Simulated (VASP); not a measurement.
## KTaO3: single point with r2SCAN

The system is KTaO3.

```
K Ta O
1.0
     3.88859    0.00000    0.00000
     0.00000    3.98830    0.00000
     0.00000    0.00000    3.98830
K Ta O
1 1 3
Direct
  0.50000 0.50000 0.50000
  0.00000 0.00000 0.00000
  0.50000 0.00000 0.00000
  0.00000 0.50000 0.00000
  0.00000 0.00000 0.50000
```

This cell differs from its parent crystal: strain -0.0250 x Voigt [1, 0, 0, 0, 0, 0].

| Item | Value |
| --- | --- |
| Program | VASP 6.6.1 |
| Task | single point |
| Functional | r2SCAN |
| Potentials or basis | VASP PAW PBE potentials, release 64 (K_sv, Ta_pv, O) |
| Cutoff | 520 eV |
| k mesh | 6 × 6 × 6 |
| Occupations | gaussian, width 0.05 eV |
| Spin | no spin polarisation |

* Pressure: 7.3 GPa
* Band gap on the k mesh: 2.61 eV, indirect (least direct gap 3.25 eV)

Stress tensor (GPa, compression positive):
```
14.76  0.00  0.00
 0.00  3.51  0.00
 0.00  0.00  3.51
```

Levels at points of the mesh, in eV from the valence-band top:
| k point | band 17 | band 18 | band 19 | band 20 | band 21 | band 22 |
| --- | --- | --- | --- | --- | --- | --- |
| (0.00, 0.00, 0.00) | -0.67 | -0.67 | -0.64 | 2.61 | 2.65 | 2.65 |
| (0.50, 0.00, 0.00) | -1.59 | -0.88 | -0.88 | 2.80 | 5.83 | 5.83 |
| (0.00, 0.50, 0.00) | -1.64 | -0.95 | -0.89 | 2.80 | 5.47 | 5.47 |
| (0.50, 0.50, 0.00) | -1.44 | -1.42 | -0.08 | 5.53 | 5.87 | 7.08 |
| (0.00, 0.50, 0.50) | -1.71 | -1.71 | -0.05 | 5.51 | 5.51 | 6.82 |
| (0.50, 0.50, 0.50) | -0.04 | -0.04 | 0.00 | 6.98 | 7.23 | 7.23 |

It took 3 min on 1 thread of Intel(R) Xeon(R) Platinum 8488C (Sapphire Rapids), with other jobs on the host, peak memory 0.21 GiB.

Caveat: the cell differs from its parent crystal (strain -0.0250 x Voigt [1, 0, 0, 0, 0, 0]); the PAW data sets were made with another functional, which shifts forces and pressure a little; spin-orbit coupling is left out, which moves the levels of the heavy elements. A k mesh can miss the band edges.
